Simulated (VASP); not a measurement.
# MnSi (P2_13) in VASP: single point with PBE

Aim: the single point of MnSi with PBE.

All numbers are computed with VASP 6.6.1; they aren't measurements. Logs are shortened: lines on timing, memory, paths and dates and some standing lists are left out, and cuts for length are marked.

### Step 1. The cell of the first run

The structure is cubic, space group P2_13 (No. 198). The conventional cell has a = 4.518 Å, b = 4.518 Å, c = 4.518 Å, α = 90.00°, β = 90.00°, γ = 90.00°. Mn (site symmetry 3) has 7 Si at 2.28 to 2.53 Å and 6 Mn at 2.77 Å within 3.0 Å. Si (site symmetry 3) has 7 Mn at 2.28 to 2.53 Å and 6 Si at 2.79 Å within 3.0 Å.

### Step 2. Single point, PBE, collinear spin, ferromagnetic start

The input, INCAR:

```
  PREC = Accurate
  ENCUT = 520
  EDIFF = 1E-7
  ISMEAR = 0
  SIGMA = 0.05
  LREAL = F
  LASPH = T
  NELM = 150
  ALGO = Normal
  ISIF = 2
  LWAVE = F
  LCHARG = T
  ISPIN = 2
  MAGMOM = 3.5 3.5 3.5 3.5 0 0 0 0
  LORBIT = 11
  LMAXMIX = 4
  GGA = PE
  LELF = T
  LVHAR = T
  NBANDS = 48
```

The input, KPOINTS:

```
Automatic mesh
0
Gamma
  4 4 4
```

The input, POSCAR:

```
MnSi
1.0
    4.5176865382      0.0000000000      0.0000000000
    0.0000000000      4.5176865382      0.0000000000
    0.0000000000      0.0000000000      4.5176865382
Mn Si
4 4
Direct
    0.1364919281      0.1364919281      0.1364919281
    0.3635080719      0.8635080719      0.6364919281
    0.6364919281      0.3635080719      0.8635080719
    0.8635080719      0.6364919281      0.3635080719
    0.8453897748      0.8453897748      0.8453897748
    0.6546102252      0.1546102252      0.3453897748
    0.3453897748      0.6546102252      0.1546102252
    0.1546102252      0.3453897748      0.6546102252
```

Potentials or basis: VASP PAW PBE potentials, release 64 (Mn_pv, Si).

Started as:

```sh
$ cat potpaw_PBE.64/Mn_pv/POTCAR potpaw_PBE.64/Si/POTCAR > POTCAR
$ mpirun -np 1 vasp_std > vasp.out
```

OUTCAR:

```text
PREC = Accurate
   ENCUT = 520
   EDIFF = 1E-7
   ISMEAR = 0
   LREAL = F
   LASPH = T
   NELM = 150
   ISIF = 2
   ISPIN = 2
   LORBIT = 11
   GGA = PE

 ion  position               nearest neighbor table
   1  0.136  0.136  0.136-   5 2.28   7 2.37   6 2.37   8 2.37   7 2.53   8 2.53   6 2.53   3 2.77
                             4 2.77   2 2.77   2 2.77   4 2.77   3 2.77
   2  0.364  0.864  0.636-   6 2.28   8 2.37   7 2.37   5 2.37   7 2.53   8 2.53   5 2.53   1 2.77
                             1 2.77   3 2.77   3 2.77   4 2.77   4 2.77
   3  0.636  0.364  0.864-   7 2.28   5 2.37   6 2.37   8 2.37   8 2.53   6 2.53   5 2.53   1 2.77
                             4 2.77   2 2.77   2 2.77   4 2.77   1 2.77
   4  0.864  0.636  0.364-   8 2.28   6 2.37   7 2.37   5 2.37   6 2.53   5 2.53   7 2.53   1 2.77
                             3 2.77   2 2.77   1 2.77   2 2.77   3 2.77
   5  0.845  0.845  0.845-   1 2.28   3 2.37   2 2.37   4 2.37   3 2.53   4 2.53   2 2.53   6 2.79
                             7 2.79   8 2.79   6 2.79   8 2.79   7 2.79
   6  0.655  0.155  0.345-   2 2.28   4 2.37   3 2.37   1 2.37   3 2.53   4 2.53   1 2.53   8 2.79
                             5 2.79   5 2.79   7 2.79   7 2.79   8 2.79
   7  0.345  0.655  0.155-   3 2.28   1 2.37   2 2.37   4 2.37   4 2.53   2 2.53   1 2.53   8 2.79
                             5 2.79   8 2.79   6 2.79   6 2.79   5 2.79
   8  0.155  0.345  0.655-   4 2.28   2 2.37   3 2.37   1 2.37   2 2.53   1 2.53   3 2.53   7 2.79
                             5 2.79   7 2.79   5 2.79   6 2.79   6 2.79

  LATTYP: Found a simple cubic cell.
 ALAT       =     4.5176865382

  Lattice vectors:

 A1 = (   4.5176865382,   0.0000000000,   0.0000000000)
 A2 = (   0.0000000000,   4.5176865382,   0.0000000000)
 A3 = (   0.0000000000,   0.0000000000,   4.5176865382)

Analysis of symmetry for initial positions (statically):
=====================================================================
 Subroutine PRICEL returns:
 Original cell was already a primitive cell.

 Routine SETGRP: Setting up the symmetry group for a
 simple cubic supercell.

 Subroutine GETGRP returns: Found 12 space group operations
 (whereof  3 operations were pure point group operations)
 out of a pool of 48 trial point group operations.

The static configuration has the point symmetry C_3 .
 The point group associated with its full space group is T   .

Analysis of symmetry for dynamics (positions and initial velocities):
=====================================================================
 Subroutine PRICEL returns:
 Original cell was already a primitive cell.

 Routine SETGRP: Setting up the symmetry group for a
 simple cubic supercell.

 Subroutine GETGRP returns: Found 12 space group operations
 (whereof  3 operations were pure point group operations)
 out of a pool of 48 trial point group operations.

The dynamic configuration has the point symmetry C_3 .
 The point group associated with its full space group is T   .

Analysis of structural, dynamic, and magnetic symmetry:
=====================================================================
 Subroutine PRICEL returns:
 Original cell was already a primitive cell.

 Routine SETGRP: Setting up the symmetry group for a
 simple cubic supercell.

 Subroutine GETGRP returns: Found 12 space group operations
 (whereof  3 operations were pure point group operations)
 out of a pool of 48 trial point group operations.

The overall configuration has the point symmetry C_3 .
 The point group associated with its full space group is T   .

 Subroutine INISYM returns: Found 12 space group operations
 (whereof  3 operations are pure point group operations),
 and found     1 'primitive' translations

----------------------------------------------------------------------------------------

                                     Primitive cell

  volume of cell :      92.2037

  direct lattice vectors                    reciprocal lattice vectors
     4.517686538  0.000000000  0.000000000     0.221352232  0.000000000  0.000000000
     0.000000000  4.517686538  0.000000000     0.000000000  0.221352232  0.000000000
     0.000000000  0.000000000  4.517686538     0.000000000  0.000000000  0.221352232

  length of vectors
     4.517686538  4.517686538  4.517686538     0.221352232  0.221352232  0.221352232

  position of ions in fractional coordinates (direct lattice)
     0.136491928  0.136491928  0.136491928
     0.363508072  0.863508072  0.636491928
     0.636491928  0.363508072  0.863508072
     0.863508072  0.636491928  0.363508072
     0.845389775  0.845389775  0.845389775
     0.654610225  0.154610225  0.345389775
     0.345389775  0.654610225  0.154610225
     0.154610225  0.345389775  0.654610225

  ion indices of the primitive-cell ions
   primitive index   ion index
                 1           1
                 2           2
                 3           3
                 4           4
                 5           5
                 6           6
                 7           7
                 8           8

----------------------------------------------------------------------------------------

 KPOINTS: Automatic mesh

Automatic generation of k-mesh.
 Grid dimensions read from file:
 generate k-points for:    4    4    4

 Generating k-lattice:

  Cartesian coordinates                     Fractional coordinates (reciprocal lattice)
     0.055338058  0.000000000  0.000000000     0.250000000  0.000000000  0.000000000
     0.000000000  0.055338058  0.000000000     0.000000000  0.250000000  0.000000000
     0.000000000  0.000000000  0.055338058     0.000000000  0.000000000  0.250000000

  Length of vectors
     0.055338058  0.055338058  0.055338058

  Shift w.r.t. Gamma in fractional coordinates (k-lattice)
     0.000000000  0.000000000  0.000000000

 Subroutine IBZKPT returns following result:
 ===========================================

 Found     11 irreducible k-points:

 Following reciprocal coordinates:
            Coordinates               Weight
  0.000000  0.000000  0.000000      1.000000
  0.250000  0.000000  0.000000      6.000000
  0.500000  0.000000  0.000000      3.000000
  0.250000  0.250000  0.000000     12.000000
  0.500000  0.250000  0.000000      6.000000
 -0.250000  0.500000  0.000000      6.000000
  0.500000  0.500000  0.000000      3.000000
  0.250000  0.250000  0.250000      8.000000
  0.500000  0.250000  0.250000     12.000000
  0.500000  0.500000  0.250000      6.000000
  0.500000  0.500000  0.500000      1.000000
   k-points           NKPTS =     11   k-points in BZ     NKDIM =     11   number of bands    NBANDS=     48
   number of dos      NEDOS =    301   number of ions     NIONS =      8
   total plane-waves  NPLWV =  46656
   dimension x,y,z NGX =    36 NGY =   36 NGZ =   36
   dimension x,y,z NGXF=    72 NGYF=   72 NGZF=   72
   ions per type =               4   4
   NGX,Y,Z   is equivalent  to a cutoff of  13.25, 13.25, 13.25 a.u.
   NGXF,Y,Z  is equivalent  to a cutoff of  26.50, 26.50, 26.50 a.u.
 SYSTEM =  unknown system
   PREC   = accura    normal or accurate (medium, high low for compatibility)
   ISTART =      0    job   : 0-new  1-cont  2-samecut
   ICHARG =      2    charge: 1-file 2-atom 10-const
   ISPIN  =      2    spin polarized calculation?
   LNONCOLLINEAR =      F non collinear calculations
   LSORBIT =      F    spin-orbit coupling
   LASPH  =      T    aspherical Exc in radial PAW
   ENCUT  =  520.0 eV  38.22 Ry    6.18 a.u.   8.40  8.40  8.40*2*pi/ulx,y,z
   NELM   =    150;   NELMIN=  2; NELMDL= -5     # of ELM steps
   EDIFF  = 0.1E-06   stopping-criterion for ELM
   LREAL  =      F    real-space projection
   EDIFFG = 0.1E-05   stopping-criterion for IOM
   NSW    =      0    number of steps for IOM
   IBRION =     -1    ionic relax: 0-MD 1-quasi-New 2-CG
   NFREE  =      0    steps in history (QN), initial steepest desc. (CG)
   ISIF   =      2    stress and relaxation
   ISYM   =      2    0-nonsym 1-usesym 2-fastsym
   POTIM  = 0.5000    time-step for ionic-motion
   TEBEG  =    0.0;   TEEND  =   0.0 temperature during run
   PSTRESS=    0.0 pullay stress
   NELECT =      68.0000    total number of electrons
   NUPDOWN=      -1.0000    fix difference up-down
   EMIN   =  10.00;   EMAX   =-10.00  energy-range for DOS
   EFERMI =   0.00;   METHOD = LEGACY
   ISMEAR =     0;   SIGMA  =   0.05  broadening in eV -4-tet -1-fermi 0-gaus
   EFERMI_NEDOS =   21; number of points for ismear=-14 and -15
   IALGO  =     38    algorithm
   IMIX   =      4    mixing-type and parameters
     AMIX     =   0.40;   BMIX     =  1.00
     AMIX_MAG =   1.60;   BMIX_MAG =  1.00
  volume/ion in A,a.u.               =      11.53        77.78
  Fermi-wavevector in a.u.,A,eV,Ry     =   1.479091  2.795078 29.765624  2.187712
  Thomas-Fermi vector in A             =   2.593292
   LORBIT       =     11    0 simple, 1 ext, 2 COOP (PROOUT), +10 PAW based schemes
   GGA     = PE    functional components
   LHFCALC =     F    Hartree Fock is set to
   AEXX    =    0.0000 exact exchange contribution
   IVDW    =     0    specifies the selected vdW correction
   LEPSILON=     F    determine dielectric tensor
   LRPA    =     F    only Hartree local field effects (RPA)
 spin polarized calculation
 Gauss-broadening in eV      SIGMA  =   0.05
  energy-cutoff  :      520.00
  volume of cell :       92.20
 maximum number of plane-waves:      2517
 NGX is ok and might be reduce to    36
   NGX = 17   NGY = 17   NGZ = 17

 number of electron      68.0000000 magnetization      14.0000000

 number of electron      68.0000036 magnetization       3.9998993

 Free energy of the ion-electron system (eV)
  ---------------------------------------------------
  ext. energy  EPLUGINS =         0.00000000
  ---------------------------------------------------
  free energy    TOTEN  =       -61.43593785 eV

  energy without entropy =      -61.43105982  energy(sigma->0) =      -61.43349884

 E-fermi :  11.2333     XC(G=0): -12.8219

 val. band max:       11.2094653975   @ k =   0.5000   0.5000   0.5000
 cond. band min:      11.2616956346   @ k =   0.2500   0.2500   0.0000
 fundamental gap:      0.0522302371
 Fermi energy:        11.2333112567

 spin component 1

 k-point     1 :       0.0000    0.0000    0.0000
  band No.  band energies     occupation
      1     -37.2765      1.00000
      2     -37.2765      1.00000
      3     -37.2765      1.00000
      4     -37.2030      1.00000
      5     -37.2030      1.00000
      6     -37.1955      1.00000
[... 528 lines left out ...]
     45      17.0802      0.00000
     46      17.0802      0.00000
 Fermi energy:        11.2333112567

 spin component 2

 k-point     1 :       0.0000    0.0000    0.0000
  band No.  band energies     occupation
      1     -36.2498      1.00000
      2     -36.2498      1.00000
      3     -36.2498      1.00000
      4     -36.1628      1.00000
      5     -36.0362      1.00000
      6     -36.0362      1.00000
[... 528 lines left out ...]
     45      17.3646      0.00000
     46      17.3646      0.00000
 [bands above 46 left out]

------------------------ aborting loop because EDIFF is reached ----------------------------------------

  FORCE on cell =-STRESS in cart. coord.  units (eV):
  Direction    XX          YY          ZZ          XY          YZ          ZX
  --------------------------------------------------------------------------------------
  -------------------------------------------------------------------------------------
  Total        0.0194389      0.0194389      0.0194389      0.0000000      0.0000000     -0.0000000
  in kB        0.3377808      0.3377808      0.3377808      0.0000000      0.0000000     -0.0000000
  external PRESSURE =       0.3377808 kB  Pullay stress =       0.0000000 kB

 VOLUME and BASIS-vectors are now :
 -----------------------------------------------------------------------------
  energy-cutoff  :      520.00
  volume of cell :       92.20
      direct lattice vectors                 reciprocal lattice vectors
     4.517686538  0.000000000  0.000000000     0.221352232  0.000000000  0.000000000
     0.000000000  4.517686538  0.000000000     0.000000000  0.221352232  0.000000000
     0.000000000  0.000000000  4.517686538     0.000000000  0.000000000  0.221352232

 POSITION                                       TOTAL-FORCE (eV/Angst)
 -----------------------------------------------------------------------------------
      0.61663      0.61663      0.61663         0.008141      0.008141      0.008141
      1.64222      3.90106      2.87547        -0.008141     -0.008141      0.008141
      2.87547      1.64222      3.90106         0.008141     -0.008141     -0.008141
      3.90106      2.87547      1.64222        -0.008141      0.008141     -0.008141
      3.81921      3.81921      3.81921        -0.004574     -0.004574     -0.004574
      2.95732      0.69848      1.56036         0.004574      0.004574     -0.004574
      1.56036      2.95732      0.69848        -0.004574      0.004574      0.004574
      0.69848      1.56036      2.95732         0.004574     -0.004574      0.004574
 -----------------------------------------------------------------------------------
    total drift:                               -0.000001     -0.000001      0.000000

  FREE ENERGIE OF THE ION-ELECTRON SYSTEM (eV)
  ---------------------------------------------------
  free  energy   TOTEN  =       -61.4359378457 eV

  energy  without entropy=      -61.4310598246  energy(sigma->0) =      -61.43349884

 total charge

# of ion       s       p       d       tot
------------------------------------------
    1        0.334   6.389   5.289  12.012
    2        0.334   6.389   5.289  12.012
    3        0.334   6.389   5.289  12.012
    4        0.334   6.389   5.289  12.012
    5        0.744   0.905   0.000   1.649
    6        0.744   0.905   0.000   1.649
    7        0.744   0.905   0.000   1.649
    8        0.744   0.905   0.000   1.649
--------------------------------------------------
tot          4.309  29.177  21.157  54.643

 magnetization (x)

# of ion       s       p       d       tot
------------------------------------------
    1        0.001   0.007   1.051   1.059
    2        0.001   0.007   1.051   1.059
    3        0.001   0.007   1.051   1.059
    4        0.001   0.007   1.051   1.059
    5       -0.013  -0.036   0.000  -0.048
    6       -0.013  -0.036   0.000  -0.048
    7       -0.013  -0.036   0.000  -0.048
    8       -0.013  -0.036   0.000  -0.048
--------------------------------------------------
tot         -0.048  -0.114   4.205   4.043
```

It took 72 s on 1 thread of Intel Xeon Platinum 8488C (Sapphire Rapids), shared host; peak memory 0.26 GiB.

What came out:

```
Free energy                                           : -61.4359 eV
Pressure                                              : 0.0 GPa
Largest force                                         : 0.014 eV/Å
Band gap on the k mesh                                : zero (filled and empty bands overlap)
Net moment                                            : 4.00 μB per cell
Site moments                                          : Mn +1.06; Si -0.05 μB
Valence electrons inside the program's atomic spheres : Mn 12.01; Si 1.65
```

Forces on the atoms (eV/Å):
```
Mn   0.008  0.008  0.008
Mn  -0.008 -0.008  0.008
Mn   0.008 -0.008 -0.008
Mn  -0.008  0.008 -0.008
Si  -0.005 -0.005 -0.005
Si   0.005  0.005 -0.005
Si  -0.005  0.005  0.005
Si   0.005 -0.005  0.005
```

Levels at points of the mesh, in eV from the Fermi level:
Spin up:
| k point | band 32 | band 33 | band 34 | band 35 | band 36 | band 37 | band 38 | band 39 | band 40 | band 41 |
| --- | --- | --- | --- | --- | --- | --- | --- | --- | --- | --- |
| (0.00, 0.00, 0.00) | -0.48 | -0.48 | -0.48 | -0.42 | -0.42 | 0.67 | 0.67 | 0.67 | 2.89 | 2.89 |
| (0.50, 0.00, 0.00) | -1.40 | -0.73 | -0.73 | -0.23 | -0.23 | 0.20 | 0.20 | 1.73 | 1.73 | 2.09 |
| (0.50, 0.50, 0.00) | -1.39 | -1.14 | -1.14 | -0.69 | -0.69 | 0.66 | 0.66 | 1.21 | 1.21 | 2.67 |
| (0.50, 0.50, 0.50) | -1.03 | -0.80 | -0.80 | -0.80 | -0.80 | 0.51 | 0.51 | 0.51 | 0.51 | 5.25 |
Spin down:
```csv
k point,band 30,band 31,band 32,band 33,band 34,band 35
"(0.00, 0.00, 0.00)",-1.50,-1.50,0.58,0.58,0.58,0.91
"(0.50, 0.00, 0.00)",-1.29,-0.51,-0.51,0.51,0.51,0.81
"(0.50, 0.50, 0.00)",-0.71,-0.60,-0.60,-0.36,-0.36,0.52
"(0.50, 0.50, 0.50)",-0.02,-0.02,-0.02,0.15,0.15,0.15
```

The gap in the log of VASP goes by the Fermi energy; the results here count the filled bands.